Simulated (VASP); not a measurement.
# BeTe (F-43m) in VASP: settings compared, part 2 of 2

VASP 6.6.1. Earlier steps stand in the parts before.

### 4 Single point, PBE

This run uses another cell than the first one, of 17.46 Å³/atom, 0.769 times its volume.

INCAR reads:

```
ALGO = Normal
EDIFF = 1E-6
ENCUT = 600
GGA = PE
GGA_COMPAT = False
ISIF = 2
ISMEAR = 0
ISYM = 0
LASPH = True
LCHARG = False
LREAL = False
LWAVE = False
NBANDS = 11
NELM = 120
PREC = Accurate
SIGMA = 0.1
```

KPOINTS reads:

```
k-points
0
Gamma
  4 4 4
```

POSCAR reads:

```
BeTe
1.0
    0.0000000000      2.5940938935      2.5940938935
    2.5940938935      0.0000000000      2.5940938935
    2.5940938935      2.5940938935      0.0000000000
Be Te
1 1
Direct
    0.0000000000      0.0000000000      0.0000000000
    0.7500000000      0.7500000000      0.7500000000
```

Potentials or basis: VASP PAW PBE potentials, release 64 (Be, Te).

Run with:

```bash
cat potpaw_PBE.64/Be/POTCAR potpaw_PBE.64/Te/POTCAR > POTCAR
mpirun -np 1 vasp_std > vasp.out
```

OUTCAR:

```text
EDIFF = 1E-6
   ENCUT = 600
   GGA = PE
   ISIF = 2
   ISMEAR = 0
   ISYM = 0
   LASPH = True
   LREAL = False
   NELM = 120
   PREC = Accurate

 ion  position               nearest neighbor table
   1  0.000  0.000  0.000-   2 2.25   2 2.25   2 2.25   2 2.25
   2  0.750  0.750  0.750-   1 2.25   1 2.25   1 2.25   1 2.25

IMPORTANT INFORMATION: All symmetrisations will be switched off!
NOSYMM: (Re-)initialisation of all symmetry stuff for point group C_1.

----------------------------------------------------------------------------------------

                                     Primitive cell

  volume of cell :      34.9130

  direct lattice vectors                    reciprocal lattice vectors
     0.000000000  2.594093894  2.594093894    -0.192745529  0.192745529  0.192745529
     2.594093894  0.000000000  2.594093894     0.192745529 -0.192745529  0.192745529
     2.594093894  2.594093894  0.000000000     0.192745529  0.192745529 -0.192745529

  length of vectors
     3.668602766  3.668602766  3.668602766     0.333845049  0.333845049  0.333845049

  position of ions in fractional coordinates (direct lattice)
     0.000000000  0.000000000  0.000000000
     0.750000000  0.750000000  0.750000000

  ion indices of the primitive-cell ions
   primitive index   ion index
                 1           1
                 2           2

----------------------------------------------------------------------------------------

 KPOINTS: k-points

Automatic generation of k-mesh.
 Grid dimensions read from file:
 generate k-points for:    4    4    4

 Generating k-lattice:

  Cartesian coordinates                     Fractional coordinates (reciprocal lattice)
    -0.048186382  0.048186382  0.048186382     0.250000000  0.000000000  0.000000000
     0.048186382 -0.048186382  0.048186382     0.000000000  0.250000000  0.000000000
     0.048186382  0.048186382 -0.048186382     0.000000000  0.000000000  0.250000000

  Length of vectors
     0.083461262  0.083461262  0.083461262

  Shift w.r.t. Gamma in fractional coordinates (k-lattice)
     0.000000000  0.000000000  0.000000000

 Subroutine IBZKPT returns following result:
 ===========================================

 Found     36 irreducible k-points:

 Following reciprocal coordinates:
            Coordinates               Weight
  0.000000  0.000000  0.000000      1.000000
  0.250000  0.000000  0.000000      2.000000
  0.000000  0.250000  0.000000      2.000000
  0.000000  0.000000  0.250000      2.000000
  0.250000  0.250000  0.250000      2.000000
  0.500000  0.000000  0.000000      1.000000
[... 16 lines left out ...]
  0.250000  0.500000  0.500000      2.000000
  0.500000  0.000000  0.250000      2.000000
 [... further k-points ...]
   k-points           NKPTS =     36   k-points in BZ     NKDIM =     36   number of bands    NBANDS=     11
   number of dos      NEDOS =    301   number of ions     NIONS =      2
   total plane-waves  NPLWV =  27000
   dimension x,y,z NGX =    30 NGY =   30 NGZ =   30
   dimension x,y,z NGXF=    60 NGYF=   60 NGZF=   60
   ions per type =               1   1
   NGX,Y,Z   is equivalent  to a cutoff of  13.59, 13.59, 13.59 a.u.
   NGXF,Y,Z  is equivalent  to a cutoff of  27.19, 27.19, 27.19 a.u.
 SYSTEM =  unknown system
   PREC   = accura    normal or accurate (medium, high low for compatibility)
   ISTART =      0    job   : 0-new  1-cont  2-samecut
   ICHARG =      2    charge: 1-file 2-atom 10-const
   ISPIN  =      1    spin polarized calculation?
   LNONCOLLINEAR =      F non collinear calculations
   LSORBIT =      F    spin-orbit coupling
   LASPH  =      T    aspherical Exc in radial PAW
   ENCUT  =  600.0 eV  44.10 Ry    6.64 a.u.   7.33  7.33  7.33*2*pi/ulx,y,z
   NELM   =    120;   NELMIN=  2; NELMDL= -5     # of ELM steps
   EDIFF  = 0.1E-05   stopping-criterion for ELM
   LREAL  =      F    real-space projection
   EDIFFG = 0.1E-04   stopping-criterion for IOM
   NSW    =      0    number of steps for IOM
   IBRION =     -1    ionic relax: 0-MD 1-quasi-New 2-CG
   NFREE  =      0    steps in history (QN), initial steepest desc. (CG)
   ISIF   =      2    stress and relaxation
   ISYM   =      0    0-nonsym 1-usesym 2-fastsym
   POTIM  = 0.5000    time-step for ionic-motion
   TEBEG  =    0.0;   TEEND  =   0.0 temperature during run
   PSTRESS=    0.0 pullay stress
   NELECT =       8.0000    total number of electrons
   NUPDOWN=      -1.0000    fix difference up-down
   EMIN   =  10.00;   EMAX   =-10.00  energy-range for DOS
   EFERMI =   0.00;   METHOD = LEGACY
   ISMEAR =     0;   SIGMA  =   0.10  broadening in eV -4-tet -1-fermi 0-gaus
   EFERMI_NEDOS =   21; number of points for ismear=-14 and -15
   IALGO  =     38    algorithm
   IMIX   =      4    mixing-type and parameters
     AMIX     =   0.40;   BMIX     =  1.00
     AMIX_MAG =   1.60;   BMIX_MAG =  1.00
  volume/ion in A,a.u.               =      17.46       117.80
  Fermi-wavevector in a.u.,A,eV,Ry     =   1.001788  1.893105 13.654523  1.003579
  Thomas-Fermi vector in A             =   2.134233
   LORBIT       =      0    0 simple, 1 ext, 2 COOP (PROOUT), +10 PAW based schemes
   GGA     = PE    functional components
   LHFCALC =     F    Hartree Fock is set to
   AEXX    =    0.0000 exact exchange contribution
   IVDW    =     0    specifies the selected vdW correction
   LEPSILON=     F    determine dielectric tensor
   LRPA    =     F    only Hartree local field effects (RPA)
 non-spin polarized calculation
 Gauss-broadening in eV      SIGMA  =   0.10
  energy-cutoff  :      600.00
  volume of cell :       34.91
 maximum number of plane-waves:      1211
 NGX is ok and might be reduce to    30
   NGX = 15   NGY = 15   NGZ = 15

 number of electron       8.0000000 magnetization

 Free energy of the ion-electron system (eV)
  ---------------------------------------------------
  ext. energy  EPLUGINS =         0.00000000
  ---------------------------------------------------
  free energy    TOTEN  =        -6.83282866 eV

  energy without entropy =       -6.83282866  energy(sigma->0) =       -6.83282866

 E-fermi :   8.7800     XC(G=0): -10.0668

 val. band max:        8.2695956590   @ k =   0.0000   0.0000   0.0000
 cond. band min:       9.5055855325   @ k =   0.5000   0.5000   0.0000
 fundamental gap:      1.2359898734
 Fermi energy:         8.7800405111

 k-point     1 :       0.0000    0.0000    0.0000
  band No.  band energies     occupation
      1      -5.9529      2.00000
      2       8.2696      2.00000
      3       8.2696      2.00000
      4       8.2696      2.00000
      5      11.5567      0.00000
      6      11.5567      0.00000
      7      11.5567      0.00000
      8      14.0801      0.00000
      9      16.8399      0.00000
     10      19.0047      0.00000
     11      19.0047      0.00000

 k-point     2 :       0.2500    0.0000    0.0000
  band No.  band energies     occupation
      1      -5.1658      2.00000
      2       3.9672      2.00000
      3       7.2577      2.00000
      4       7.2577      2.00000
      5      12.1016      0.00000
      6      12.6992      0.00000
      7      12.6992      0.00000
      8      16.1574      0.00000
      9      17.4176      0.00000
     10      17.4176      0.00000
     11      18.0799      0.00000

 k-point     3 :       0.0000    0.2500    0.0000
  band No.  band energies     occupation
      1      -5.1658      2.00000
      2       3.9672      2.00000
      3       7.2577      2.00000
      4       7.2577      2.00000
      5      12.1016      0.00000
      6      12.6992      0.00000
      7      12.6992      0.00000
      8      16.1574      0.00000
      9      17.4176      0.00000
     10      17.4176      0.00000
     11      18.0799      0.00000
[... 267 lines left out ...]
 k-point    23 :       0.2500    0.5000    0.5000
  band No.  band energies     occupation
      1      -3.5883      2.00000
      2       1.9283      2.00000
      3       4.1838      2.00000
      4       5.3799      2.00000
      5      10.7806      0.00000
      6      13.8513      0.00000
      7      15.5751      0.00000
      8      15.8349      0.00000
      9      19.5886      0.00000
     10      20.9781      0.00000
     11      21.8099      0.00000

 k-point    24 :       0.5000    0.0000    0.2500
  band No.  band energies     occupation
      1      -3.5883      2.00000
      2       1.9283      2.00000
      3       4.1838      2.00000
      4       5.3799      2.00000
      5      10.7806      0.00000
      6      13.8513      0.00000
      7      15.5751      0.00000
      8      15.8349      0.00000
      9      19.5886      0.00000
     10      20.9781      0.00000
     11      21.8099      0.00000

 [... further k-points ...]
[... 5 lines left out ...]
  --------------------------------------------------------------------------------------
  -------------------------------------------------------------------------------------
  Total        5.7096446      5.7096437      5.7096429     -0.0000052      0.0000008      0.0000002
  in kB      262.0188812    262.0188389    262.0188046     -0.0002379      0.0000360      0.0000089
  external PRESSURE =     262.0188416 kB  Pullay stress =       0.0000000 kB

 VOLUME and BASIS-vectors are now :
 -----------------------------------------------------------------------------
  energy-cutoff  :      600.00
  volume of cell :       34.91
      direct lattice vectors                 reciprocal lattice vectors
     0.000000000  2.594093894  2.594093894    -0.192745529  0.192745529  0.192745529
     2.594093894  0.000000000  2.594093894     0.192745529 -0.192745529  0.192745529
     2.594093894  2.594093894  0.000000000     0.192745529  0.192745529 -0.192745529

 POSITION                                       TOTAL-FORCE (eV/Angst)
 -----------------------------------------------------------------------------------
      0.00000      0.00000      0.00000        -0.000000      0.000000     -0.000000
      3.89114      3.89114      3.89114         0.000000     -0.000000      0.000000
 -----------------------------------------------------------------------------------
    total drift:                                0.000000     -0.000000     -0.000001

  FREE ENERGIE OF THE ION-ELECTRON SYSTEM (eV)
  ---------------------------------------------------
  free  energy   TOTEN  =        -6.8328286598 eV

  energy  without entropy=       -6.8328286598  energy(sigma->0) =       -6.83282866
```

OSZICAR:

```text
N       E                     dE             d eps       ncg     rms          rms(c)
DAV:   1     0.230992299788E+02    0.23099E+02   -0.38215E+03   792   0.682E+02
DAV:   2    -0.615372913934E+01   -0.29253E+02   -0.27951E+02  1068   0.109E+02
DAV:   3    -0.724178401122E+01   -0.10881E+01   -0.10860E+01  1056   0.209E+01
DAV:   4    -0.725088626896E+01   -0.91023E-02   -0.91004E-02   961   0.225E+00
DAV:   5    -0.725103731935E+01   -0.15105E-03   -0.15105E-03  1001   0.288E-01    0.595E+00
DAV:   6    -0.691584004269E+01    0.33520E+00   -0.45311E-01  1004   0.315E+00    0.346E+00
DAV:   7    -0.683257290219E+01    0.83267E-01   -0.25521E-01  1020   0.235E+00    0.875E-01
DAV:   8    -0.683247287173E+01    0.10003E-03   -0.11783E-02   912   0.665E-01    0.134E-01
DAV:   9    -0.683278849968E+01   -0.31563E-03   -0.64707E-04   942   0.152E-01    0.490E-02
DAV:  10    -0.683282971482E+01   -0.41215E-04   -0.91242E-05   876   0.498E-02    0.238E-02
DAV:  11    -0.683282810868E+01    0.16061E-05   -0.42007E-06  1011   0.110E-02    0.162E-02
DAV:  12    -0.683282865979E+01   -0.55112E-06   -0.33416E-06   870   0.115E-02
   1 F= -.68328287E+01 E0= -.68328287E+01  d E =-.127827E-13
```

stdout:

```text
POSCAR found type information on POSCAR BeTe
 POSCAR found :  2 types and       2 ions
 scaLAPACK will be used
 LDA part: xc-table for (Slater+PW92), standard interpolation
 POSCAR, INCAR and KPOINTS ok, starting setup
 FFT: planning ... GRIDC
 FFT: planning ... GRID_SOFT
 FFT: planning ... GRID
 WAVECAR not read
 entering main loop
```

It took 14 s on 1 thread of Intel Xeon Platinum 8488C (Sapphire Rapids), shared host; peak memory 0.17 GiB.

Results:

```yaml
Free_energy: -6.8328 eV
Pressure: 26.2 GPa
Band_gap_on_the_k_mesh: 1.24 eV, indirect (least direct gap 3.29 eV)
```

Caveat: the k points lie up to 0.52 Å⁻¹ apart; spin-orbit coupling is left out, which moves the levels of the heavy elements. A k mesh can miss the band edges.

### 5 Single point, PBE, collinear spin, ferromagnetic start

INCAR reads:

```
ALGO     = Normal         # electronic algorithm
EDIFF    = 1E-6           # SCF threshold, eV
ENCUT    = 600            # plane-wave cutoff, eV
GGA      = PE             # functional
GGA_COMPAT= False        
ISIF     = 2              # what is computed and relaxed
ISMEAR   = 0              # smearing method
ISPIN    = 2              # spin polarisation
LASPH    = True           # aspherical terms in the spheres
LCHARG   = False          # write CHGCAR
LORBIT   = 11             # projections on sites
LREAL    = False          # projectors in reciprocal space
LWAVE    = False          # write WAVECAR
MAGMOM   = 0 -2           # initial moments
NBANDS   = 15             # bands
NELM     = 200            # most SCF steps
PREC     = Accurate       # precision mode
SIGMA    = 0.1            # smearing width, eV
```

KPOINTS is that of step 4.

POSCAR reads:

```
BeTe
1.0
    0.0000000000      2.8314587876      2.8314587876
    2.8314587876      0.0000000000      2.8314587876
    2.8314587876      2.8314587876      0.0000000000
Be Te
1 1
Direct
    0.0000000000      0.0000000000      0.0000000000
    0.7500000000      0.7500000000      0.7500000000
```

Run with:

```bash
cat potpaw_PBE.64/Be/POTCAR potpaw_PBE.64/Te/POTCAR > POTCAR
mpirun -np 1 vasp_std > vasp.out
```

Wall time 15 s (1 thread of Intel Xeon Platinum 8488C (Sapphire Rapids), shared host); peak memory 0.2 GiB.

It converged, with:

| Quantity | Value |
| --- | --- |
| Free energy | -7.5478 eV |
| Pressure | 0.6 GPa |
| Band gap on the k mesh | 2.00 eV, indirect (least direct gap 3.61 eV) |
| Net moment | 0.00 μB per cell |
| Valence electrons inside the program's atomic spheres | Be 0.93; Te 3.50 |

Levels at points of the mesh, in eV from the valence-band top:
Spin up:
```
           k point  band 1  band 2  band 3  band 4  band 5  band 6  band 7  band 8
(0.00, 0.00, 0.00)  -12.19    0.00    0.00    0.00    3.61    3.61    3.61    3.70
(0.50, 0.00, 0.00)  -10.88   -5.44   -1.11   -1.11    3.03    4.58    4.58    7.82
(0.50, 0.50, 0.00)  -10.40   -5.04   -2.59   -2.59    2.00    2.68    9.59    9.59
```
Spin down:
```csv
k point,band 1,band 2,band 3,band 4,band 5,band 6,band 7,band 8,band 9
"(0.00, 0.00, 0.00)",-12.19,0.00,0.00,0.00,3.61,3.61,3.61,3.70,8.29
"(0.50, 0.00, 0.00)",-10.88,-5.44,-1.11,-1.11,3.03,4.58,4.58,7.82,10.86
"(0.50, 0.50, 0.00)",-10.40,-5.04,-2.59,-2.59,2.00,2.68,9.59,9.59,11.44
```

Caveat: the k points lie up to 0.48 Å⁻¹ apart; spin-orbit coupling is left out, which moves the levels of the heavy elements. Expect the measured gap to be larger: semilocal functionals such as PBE lack the derivative discontinuity.

### 6 Summary

| level | spin | cell | cutoff (eV) | gap on the mesh (eV) | pressure (GPa) |
| --- | --- | --- | --- | --- | --- |
| r2SCAN | off | a = 4.004 Å, angles 60.0°, 2 atoms | 660 | 2.37 | 0.4 |
| PBE | off | a = 3.669 Å, angles 60.0°, 2 atoms | 600 | 1.24 | 26.2 |
| PBE | collinear, ferromagnetic start | a = 4.004 Å, angles 60.0°, 2 atoms | 600 | 2.00 | 0.6 |

Alike in all rows: task single point; potentials or basis VASP PAW PBE potentials, release 64 (Be, Te); k mesh 4 × 4 × 4; smearing gaussian 0.1 eV.

Caveats: all runs use coarse meshes; spin-orbit coupling is left out, which moves the levels of the heavy elements; the PAW data sets were made with another functional, which shifts forces and pressure a little (some runs).

Absolute energies hang on the potentials; compare differences alone.
